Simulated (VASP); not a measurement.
# Ti2Te2Pt (P6mm) in VASP: further runs

Ti2Te2Pt is run at these levels: PBE; tasks: single point, relaxation of cell and atoms.

All numbers are computed with VASP 6.6.1; they aren't measurements. Logs are shortened: lines on timing, memory, paths and dates and some standing lists are left out, and cuts for length are marked.

### 1 The cell of the first run

Symmetry: P6mm, No. 183, hexagonal system. Conventional cell: a = 5.872 Å, b = 5.872 Å, c = 4.406 Å, α = 90.00°, β = 90.00°, γ = 120.00°. Within 2.8 Å of Ti (site symmetry 3m) lie 2 Te at 2.09 to 2.32 Å. Te (site symmetry 3m) has 2 Ti at 2.09 to 2.32 Å within 2.8 Å. Within 4.5 Å of Pt (site symmetry 6mm) lie 6 Ti at 3.42 Å and 12 Te at 3.87 to 4.23 Å and 2 Pt at 4.41 Å.

### 2 Single point, PBE

File INCAR:

```
SYSTEM = Ti2Te2Pt
ALGO = Normal ; EDIFF = 1E-6
ENCUT = 520 ; GGA = PE
ISIF = 2 ; ISMEAR = 0
LASPH = .TRUE. ; LCHARG = .TRUE.
LELF = .TRUE. ; LREAL = .FALSE.
LVHAR = .TRUE. ; LWAVE = .FALSE.
NBANDS = 31 ; NELM = 60
PREC = Accurate ; SIGMA = 0.1
```

File KPOINTS:

```
k-points
0
G
  3 3 4
  0 0 0
```

File POSCAR:

```
Ti2Te2Pt
1.0
    5.8723596200      0.0000000000      0.0000000000
   -2.9361798100      5.0856126100      0.0000000000
    0.0000000000      0.0000000000      4.4064340600
Ti Te Pt
2 2 1
Direct
    0.3333333300      0.6666666700      0.9282270600
    0.6666666700      0.3333333300      0.9282270600
    0.3333333300      0.6666666700      0.4549633400
    0.6666666700      0.3333333300      0.4549633400
    0.0000000000      0.0000000000      0.0294408700
```

Potentials or basis: VASP PAW PBE potentials, release 64 (Ti_sv, Te, Pt).

Launch:

```
$ cat potpaw_PBE.64/Ti_sv/POTCAR potpaw_PBE.64/Te/POTCAR potpaw_PBE.64/Pt/POTCAR > POTCAR
$ mpirun -np 1 vasp_std > vasp.out
```

OUTCAR:

```text
SYSTEM = Ti2Te2Pt
   EDIFF = 1E-6
   ENCUT = 520
   GGA = PE
   ISIF = 2
   ISMEAR = 0
   LASPH = .TRUE.
   LREAL = .FALSE.
   NELM = 60
   PREC = Accurate

 ion  position               nearest neighbor table
   1  0.333  0.667  0.928-   3 2.09   3 2.32
   2  0.667  0.333  0.928-   4 2.09   4 2.32
   3  0.333  0.667  0.455-   1 2.09   1 2.32   4 3.39   4 3.39   4 3.39
   4  0.667  0.333  0.455-   2 2.09   2 2.32   3 3.39   3 3.39   3 3.39
   5  0.000  0.000  0.029-

  LATTYP: Found a hexagonal cell.
 ALAT       =     5.8723596200
 C/A-ratio  =     0.7503685648

  Lattice vectors:

 A1 = (   5.8723596200,   0.0000000000,   0.0000000000)
 A2 = (  -2.9361798100,   5.0856126100,   0.0000000000)
 A3 = (   0.0000000000,   0.0000000000,   4.4064340600)

Analysis of symmetry for initial positions (statically):
=====================================================================
 Subroutine PRICEL returns:
 Original cell was already a primitive cell.

 Routine SETGRP: Setting up the symmetry group for a
 hexagonal supercell.

 Subroutine GETGRP returns: Found 12 space group operations
 (whereof 12 operations were pure point group operations)
 out of a pool of 24 trial point group operations.

The static configuration has the point symmetry C_6v.

Analysis of symmetry for dynamics (positions and initial velocities):
=====================================================================
 Subroutine PRICEL returns:
 Original cell was already a primitive cell.

 Routine SETGRP: Setting up the symmetry group for a
 hexagonal supercell.

 Subroutine GETGRP returns: Found 12 space group operations
 (whereof 12 operations were pure point group operations)
 out of a pool of 24 trial point group operations.

The dynamic configuration has the point symmetry C_6v.

 Subroutine INISYM returns: Found 12 space group operations
 (whereof 12 operations are pure point group operations),
 and found     1 'primitive' translations

----------------------------------------------------------------------------------------

                                     Primitive cell

  volume of cell :     131.5962

  direct lattice vectors                    reciprocal lattice vectors
     5.872359620  0.000000000  0.000000000     0.170289298  0.098316572  0.000000000
    -2.936179810  5.085612610  0.000000000     0.000000000  0.196633145  0.000000000
     0.000000000  0.000000000  4.406434060     0.000000000  0.000000000  0.226940875

[... 74 lines left out ...]
   LREAL  =      F    real-space projection
   EDIFFG = 0.1E-04   stopping-criterion for IOM
   NSW    =      0    number of steps for IOM
   IBRION =     -1    ionic relax: 0-MD 1-quasi-New 2-CG
   NFREE  =      0    steps in history (QN), initial steepest desc. (CG)
   ISIF   =      2    stress and relaxation
   ISYM   =      2    0-nonsym 1-usesym 2-fastsym
   POTIM  = 0.5000    time-step for ionic-motion
   TEBEG  =    0.0;   TEEND  =   0.0 temperature during run
   PSTRESS=    0.0 pullay stress
   NELECT =      46.0000    total number of electrons
   NUPDOWN=      -1.0000    fix difference up-down
   EMIN   =  10.00;   EMAX   =-10.00  energy-range for DOS
   EFERMI =   0.00;   METHOD = LEGACY
   ISMEAR =     0;   SIGMA  =   0.10  broadening in eV -4-tet -1-fermi 0-gaus
   EFERMI_NEDOS =   21; number of points for ismear=-14 and -15
   IALGO  =     38    algorithm
   IMIX   =      4    mixing-type and parameters
     AMIX     =   0.40;   BMIX     =  1.00
     AMIX_MAG =   1.60;   BMIX_MAG =  1.00
  volume/ion in A,a.u.               =      26.32       177.61
  Fermi-wavevector in a.u.,A,eV,Ry     =   1.153222  2.179274 18.094684  1.329922
  Thomas-Fermi vector in A             =   2.289868
   LORBIT       =      0    0 simple, 1 ext, 2 COOP (PROOUT), +10 PAW based schemes
   GGA     = PE    functional components
   LHFCALC =     F    Hartree Fock is set to
   AEXX    =    0.0000 exact exchange contribution
   IVDW    =     0    specifies the selected vdW correction
   LEPSILON=     F    determine dielectric tensor
   LRPA    =     F    only Hartree local field effects (RPA)
 non-spin polarized calculation
 Gauss-broadening in eV      SIGMA  =   0.10
  energy-cutoff  :      520.00
  volume of cell :      131.60
 maximum number of plane-waves:      3561
 NGX is ok and might be reduce to    48
   NGX = 21   NGY = 21   NGZ = 17

 number of electron      45.9999994 magnetization

 Free energy of the ion-electron system (eV)
  ---------------------------------------------------
  ext. energy  EPLUGINS =         0.00000000
  ---------------------------------------------------
  free energy    TOTEN  =       -18.91637678 eV

  energy without entropy =      -18.87223000  energy(sigma->0) =      -18.89430339

 E-fermi :   5.6870     XC(G=0):  -9.7532

 val. band max:        5.6791293339   @ k =   0.3333   0.0000   0.0000
 cond. band min:       5.7118518013   @ k =   0.0000   0.0000   0.0000
 fundamental gap:      0.0327224673
 Fermi energy:         5.6869635951

 k-point     1 :       0.0000    0.0000    0.0000
  band No.  band energies     occupation
      1     -51.2599      2.00000
      2     -51.2514      2.00000
      3     -27.7301      2.00000
      4     -27.7171      2.00000
      5     -27.6371      2.00000
      6     -27.6371      2.00000
[... 295 lines left out ...]
     30       8.7449      0.00000
     31       8.7449      0.00000

------------------------ aborting loop because EDIFF is reached ----------------------------------------

  FORCE on cell =-STRESS in cart. coord.  units (eV):
  Direction    XX          YY          ZZ          XY          YZ          ZX
  --------------------------------------------------------------------------------------
  -------------------------------------------------------------------------------------
  Total       -8.5613294     -8.5613294     70.4578655      0.0000000     -0.0000000      0.0000000
  in kB     -104.2338062   -104.2338062    857.8213873      0.0000000     -0.0000000      0.0000000
  external PRESSURE =     216.4512583 kB  Pullay stress =       0.0000000 kB

 VOLUME and BASIS-vectors are now :
 -----------------------------------------------------------------------------
  energy-cutoff  :      520.00
  volume of cell :      131.60
      direct lattice vectors                 reciprocal lattice vectors
     5.872359620  0.000000000  0.000000000     0.170289298  0.098316572  0.000000000
    -2.936179810  5.085612610  0.000000000     0.000000000  0.196633145  0.000000000
     0.000000000  0.000000000  4.406434060     0.000000000  0.000000000  0.226940875

 POSITION                                       TOTAL-FORCE (eV/Angst)
 -----------------------------------------------------------------------------------
     -0.00000      3.39041      4.09017         0.000000     -0.000000      7.138638
      2.93618      1.69520      4.09017         0.000000      0.000000      7.138638
     -0.00000      3.39041      2.00477        -0.000000     -0.000000     -6.914692
      2.93618      1.69520      2.00477        -0.000000      0.000000     -6.914692
      0.00000      0.00000      0.12973        -0.000000      0.000000     -0.447892
 -----------------------------------------------------------------------------------
    total drift:                               -0.000000     -0.000000     -0.000528

  FREE ENERGIE OF THE ION-ELECTRON SYSTEM (eV)
  ---------------------------------------------------
  free  energy   TOTEN  =       -18.9163767810 eV

  energy  without entropy=      -18.8722299972  energy(sigma->0) =      -18.89430339
```

stdout:

```text
POSCAR found type information on POSCAR TiTePt
 POSCAR found :  3 types and       5 ions
 scaLAPACK will be used
 LDA part: xc-table for (Slater+PW92), standard interpolation
 POSCAR, INCAR and KPOINTS ok, starting setup
 FFT: planning ... GRIDC
 FFT: planning ... GRID_SOFT
 FFT: planning ... GRID
 WAVECAR not read
 entering main loop
```

Wall time 37 s (1 thread of Intel Xeon 6975P-C (Granite Rapids), shared host); peak memory 0.29 GiB.

What came out:

* Free energy: -18.9164 eV
* Pressure: 21.6 GPa
* Largest force: 7.139 eV/Å
* Band gap on the k mesh: zero (band 23 reaches 6.03 eV, above the bottom of band 24 at 5.55 eV)

Forces in eV/Å, atoms in the order of the input:
```
Ti   0.000  0.000  7.139
Ti   0.000  0.000  7.139
Te   0.000  0.000 -6.915
Te   0.000  0.000 -6.915
Pt   0.000  0.000 -0.448
```

Caveat: the k points lie up to 0.41 Å⁻¹ apart; spin-orbit coupling is left out, which moves the levels of the heavy elements; forces of over 1 eV/Å act on the atoms, so gaps and moduli don't describe the material at rest.

(Continued in part 2 of 2.)
